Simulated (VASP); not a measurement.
# SrGaI3 (Pm-3m) in VASP: notebook

Runs on SrGaI3. Level: PBE. Tasks: single point.

Program: VASP 6.6.1. These are calculated values, not measurements. Logs are shortened: lines on timing, memory, paths and dates and some standing lists are left out, and cuts for length are marked.

## Step 1: The cell of the first run

Symmetry: Pm-3m, No. 221, cubic system. The conventional cell has a = 5.441 Å, b = 5.441 Å, c = 5.441 Å, α = 90.00°, β = 90.00°, γ = 90.00°. Within 5.1 Å of Sr (site symmetry m-3m) lie 12 I at 3.85 Å and 8 Ga at 4.71 Å. Ga (site symmetry m-3m) has 6 I at 2.72 Å within 3.6 Å. Within 3.6 Å of I (site symmetry 4/mmm) lie 2 Ga at 2.72 Å.

## Step 2: Single point, PBE

Input file INCAR:

```
ALGO = Normal ; EDIFF = 1E-7
ENCUT = 520 ; GGA = PE
ISIF = 2 ; ISMEAR = 0
LASPH = True ; LCHARG = True
LELF = True ; LREAL = False
LVHAR = True ; LWAVE = False
NBANDS = 30 ; NELM = 60
PREC = Accurate ; SIGMA = 0.1
```

Input file KPOINTS:

```
k-points
0
Gamma
  4 4 4
```

Input file POSCAR:

```
SrGaI3
1.0
    5.4414103600      0.0000000000      0.0000000000
    0.0000000000      5.4414103600      0.0000000000
    0.0000000000      0.0000000000      5.4414103600
Sr Ga I
1 1 3
Direct
    0.5000000000      0.5000000000      0.5000000000
    0.0000000000      0.0000000000      0.0000000000
    0.5000000000      0.0000000000      0.0000000000
    0.0000000000      0.5000000000      0.0000000000
    0.0000000000      0.0000000000      0.5000000000
```

Potentials or basis: VASP PAW PBE potentials, release 64 (Sr_sv, Ga_d, I).

Run with:

```
cat potpaw_PBE.64/Sr_sv/POTCAR potpaw_PBE.64/Ga_d/POTCAR potpaw_PBE.64/I/POTCAR > POTCAR
mpirun -np 1 vasp_std > vasp.out
```

OUTCAR:

```text
EDIFF = 1E-7
   ENCUT = 520
   GGA = PE
   ISIF = 2
   ISMEAR = 0
   LASPH = True
   LREAL = False
   NELM = 60
   PREC = Accurate

 ion  position               nearest neighbor table
   1  0.500  0.500  0.500-   3 3.85   4 3.85   5 3.85   3 3.85   4 3.85   3 3.85   5 3.85   3 3.85
                             4 3.85   5 3.85   4 3.85   5 3.85
   2  0.000  0.000  0.000-   3 2.72   4 2.72   5 2.72   5 2.72   4 2.72   3 2.72
   3  0.500  0.000  0.000-   2 2.72   2 2.72   1 3.85   1 3.85   1 3.85   1 3.85
   4  0.000  0.500  0.000-   2 2.72   2 2.72   1 3.85   1 3.85   1 3.85   1 3.85
   5  0.000  0.000  0.500-   2 2.72   2 2.72   1 3.85   1 3.85   1 3.85   1 3.85

  LATTYP: Found a simple cubic cell.
 ALAT       =     5.4414103600

  Lattice vectors:

 A1 = (   5.4414103600,   0.0000000000,   0.0000000000)
 A2 = (   0.0000000000,   5.4414103600,   0.0000000000)
 A3 = (   0.0000000000,   0.0000000000,   5.4414103600)

Analysis of symmetry for initial positions (statically):
=====================================================================
 Subroutine PRICEL returns:
 Original cell was already a primitive cell.

 Routine SETGRP: Setting up the symmetry group for a
 simple cubic supercell.

 Subroutine GETGRP returns: Found 48 space group operations
 (whereof 48 operations were pure point group operations)
 out of a pool of 48 trial point group operations.

The static configuration has the point symmetry O_h .

Analysis of symmetry for dynamics (positions and initial velocities):
=====================================================================
 Subroutine PRICEL returns:
 Original cell was already a primitive cell.

 Routine SETGRP: Setting up the symmetry group for a
 simple cubic supercell.

 Subroutine GETGRP returns: Found 48 space group operations
 (whereof 48 operations were pure point group operations)
 out of a pool of 48 trial point group operations.

The dynamic configuration has the point symmetry O_h .

 Subroutine INISYM returns: Found 48 space group operations
 (whereof 48 operations are pure point group operations),
 and found     1 'primitive' translations

----------------------------------------------------------------------------------------

                                     Primitive cell
[... 79 lines left out ...]
   LASPH  =      T    aspherical Exc in radial PAW
   ENCUT  =  520.0 eV  38.22 Ry    6.18 a.u.  10.12 10.12 10.12*2*pi/ulx,y,z
   NELM   =     60;   NELMIN=  2; NELMDL= -5     # of ELM steps
   EDIFF  = 0.1E-06   stopping-criterion for ELM
   LREAL  =      F    real-space projection
   EDIFFG = 0.1E-05   stopping-criterion for IOM
   NSW    =      0    number of steps for IOM
   IBRION =     -1    ionic relax: 0-MD 1-quasi-New 2-CG
   NFREE  =      0    steps in history (QN), initial steepest desc. (CG)
   ISIF   =      2    stress and relaxation
   ISYM   =      2    0-nonsym 1-usesym 2-fastsym
   POTIM  = 0.5000    time-step for ionic-motion
   TEBEG  =    0.0;   TEEND  =   0.0 temperature during run
   PSTRESS=    0.0 pullay stress
   NELECT =      44.0000    total number of electrons
   NUPDOWN=      -1.0000    fix difference up-down
   EMIN   =  10.00;   EMAX   =-10.00  energy-range for DOS
   EFERMI =   0.00;   METHOD = LEGACY
   ISMEAR =     0;   SIGMA  =   0.10  broadening in eV -4-tet -1-fermi 0-gaus
   EFERMI_NEDOS =   21; number of points for ismear=-14 and -15
   IALGO  =     38    algorithm
   IMIX   =      4    mixing-type and parameters
     AMIX     =   0.40;   BMIX     =  1.00
     AMIX_MAG =   1.60;   BMIX_MAG =  1.00
  volume/ion in A,a.u.               =      32.22       217.45
  Fermi-wavevector in a.u.,A,eV,Ry     =   1.062138  2.007150 15.349235  1.128137
  Thomas-Fermi vector in A             =   2.197578
   LORBIT       =      0    0 simple, 1 ext, 2 COOP (PROOUT), +10 PAW based schemes
   GGA     = PE    functional components
   LHFCALC =     F    Hartree Fock is set to
   AEXX    =    0.0000 exact exchange contribution
   IVDW    =     0    specifies the selected vdW correction
   LEPSILON=     F    determine dielectric tensor
   LRPA    =     F    only Hartree local field effects (RPA)
 non-spin polarized calculation
 Gauss-broadening in eV      SIGMA  =   0.10
  energy-cutoff  :      520.00
  volume of cell :      161.11
 maximum number of plane-waves:      4385
   NGX = 21   NGY = 21   NGZ = 21

 number of electron      44.0000027 magnetization

 Free energy of the ion-electron system (eV)
  ---------------------------------------------------
  ext. energy  EPLUGINS =         0.00000000
  ---------------------------------------------------
  free energy    TOTEN  =       -12.10060767 eV

  energy without entropy =      -12.09491840  energy(sigma->0) =      -12.09776304

 E-fermi :   6.7589     XC(G=0):  -9.0074

 val. band max:        6.6932189938   @ k =   0.5000   0.5000   0.0000
 cond. band min:       6.8283188773   @ k =   0.0000   0.0000   0.0000
 fundamental gap:      0.1350998835
 Fermi energy:         6.7588805748

 k-point     1 :       0.0000    0.0000    0.0000
  band No.  band energies     occupation
      1     -31.6973      2.00000
      2     -13.6217      2.00000
      3     -13.6217      2.00000
      4     -13.6217      2.00000
      5      -9.3170      2.00000
      6      -9.3170      2.00000
[... 319 lines left out ...]
     29       8.5218      0.00000
     30       8.6085      0.00000

------------------------ aborting loop because EDIFF is reached ----------------------------------------

  FORCE on cell =-STRESS in cart. coord.  units (eV):
  Direction    XX          YY          ZZ          XY          YZ          ZX
  --------------------------------------------------------------------------------------
  -------------------------------------------------------------------------------------
  Total        7.2776599      7.2776599      7.2776599      0.0000000      0.0000000     -0.0000000
  in kB       72.3715547     72.3715547     72.3715547      0.0000000      0.0000000     -0.0000000
  external PRESSURE =      72.3715547 kB  Pullay stress =       0.0000000 kB

 VOLUME and BASIS-vectors are now :
 -----------------------------------------------------------------------------
  energy-cutoff  :      520.00
  volume of cell :      161.11
      direct lattice vectors                 reciprocal lattice vectors
     5.441410360  0.000000000  0.000000000     0.183775884  0.000000000  0.000000000
     0.000000000  5.441410360  0.000000000     0.000000000  0.183775884  0.000000000
     0.000000000  0.000000000  5.441410360     0.000000000  0.000000000  0.183775884

 POSITION                                       TOTAL-FORCE (eV/Angst)
 -----------------------------------------------------------------------------------
      2.72071      2.72071      2.72071         0.000000      0.000000      0.000000
      0.00000      0.00000      0.00000         0.000000      0.000000      0.000000
      2.72071      0.00000      0.00000         0.000000      0.000000      0.000000
      0.00000      2.72071      0.00000         0.000000      0.000000      0.000000
      0.00000      0.00000      2.72071         0.000000      0.000000      0.000000
 -----------------------------------------------------------------------------------
    total drift:                               -0.000000      0.000000     -0.000000

  FREE ENERGIE OF THE ION-ELECTRON SYSTEM (eV)
  ---------------------------------------------------
  free  energy   TOTEN  =       -12.1006076679 eV

  energy  without entropy=      -12.0949184031  energy(sigma->0) =      -12.09776304
```

Run time: 66 s. Hardware: 1 thread of AMD EPYC 7R43 (Zen 3), shared host; peak memory 0.23 GiB.

Results:

| Item | Value |
| --- | --- |
| Free energy | -12.1006 eV |
| Pressure | 7.2 GPa |
| Band gap on the k mesh | zero (band 22 reaches 6.69 eV, above the bottom of band 23 at 6.14 eV) |

Levels at points of the mesh, in eV from the Fermi level:
```
           k point  band 18  band 19  band 20  band 21  band 22  band 23  band 24  band 25  band 26  band 27
(0.00, 0.00, 0.00)    -4.13    -4.13    -3.62    -3.62    -3.62    -0.62     0.07     0.07     0.59     0.59
(0.50, 0.00, 0.00)    -4.76    -4.70    -3.92    -3.92    -1.21     0.31     0.97     1.52     1.78     2.01
(0.50, 0.50, 0.00)    -4.87    -4.87    -3.45    -3.00    -0.07     0.85     1.01     1.01     2.15     2.26
(0.50, 0.50, 0.50)    -3.42    -2.91    -2.91    -2.91    -0.77     0.50     0.50     0.50     1.33     1.33
```

Caveat: spin-orbit coupling is left out, which moves the levels of the heavy elements.

## Step 3: Single point, PBE

This run uses another cell than the first one, of 40.96 Å³/atom, 1.271 times its volume.

Input file INCAR:

```
  PREC = Accurate
  ENCUT = 520
  EDIFF = 1E-6
  ISMEAR = 0
  SIGMA = 0.1
  LREAL = False
  LASPH = True
  NELM = 60
  ALGO = Normal
  ISIF = 2
  LWAVE = False
  LCHARG = False
  GGA = PE
  NBANDS = 30
```

Input file KPOINTS:

```
regular mesh
0
Gamma
  6 6 6
```

Changes to POSCAR since step 2:

```diff
@@ -2,5 +2,5 @@
 1.0
-    5.4414103600      0.0000000000      0.0000000000
-    0.0000000000      5.4414103600      0.0000000000
-    0.0000000000      0.0000000000      5.4414103600
+    5.8944778264      0.0000000000      0.0000000000
+    0.0000000000      5.8944778264      0.0000000000
+    0.0000000000      0.0000000000      5.8944778264
 Sr Ga I
```

Potentials or basis: VASP PAW PBE potentials, release 64 (Sr_sv, Ga_d, I).

Run with:

```
cat potpaw_PBE.64/Sr_sv/POTCAR potpaw_PBE.64/Ga_d/POTCAR potpaw_PBE.64/I/POTCAR > POTCAR
mpirun -np 1 vasp_std > vasp.out
```

Wall time 2.4 min (1 thread of AMD EPYC 7R43 (Zen 3), shared host); peak memory 0.35 GiB.

Results (log left out):

```
Free energy            : -12.9456 eV
Pressure               : 0.0 GPa
Band gap on the k mesh : zero (band 22 reaches 4.20 eV, above the bottom of band 23 at 3.55 eV)
```

Levels at points of the mesh, in eV from the Fermi level:
| k point | band 20 | band 21 | band 22 | band 23 | band 24 | band 25 |
| --- | --- | --- | --- | --- | --- | --- |
| (0.00, 0.00, 0.00) | -2.80 | -2.80 | -2.80 | -0.61 | 0.68 | 0.68 |
| (0.50, 0.00, 0.00) | -2.99 | -2.99 | -1.05 | 0.77 | 1.29 | 1.67 |
| (0.50, 0.50, 0.00) | -2.69 | -2.41 | -0.07 | 0.98 | 1.69 | 1.78 |
| (0.50, 0.50, 0.50) | -2.35 | -2.35 | -0.25 | 0.99 | 0.99 | 0.99 |

Caveat: spin-orbit coupling is left out, which moves the levels of the heavy elements.
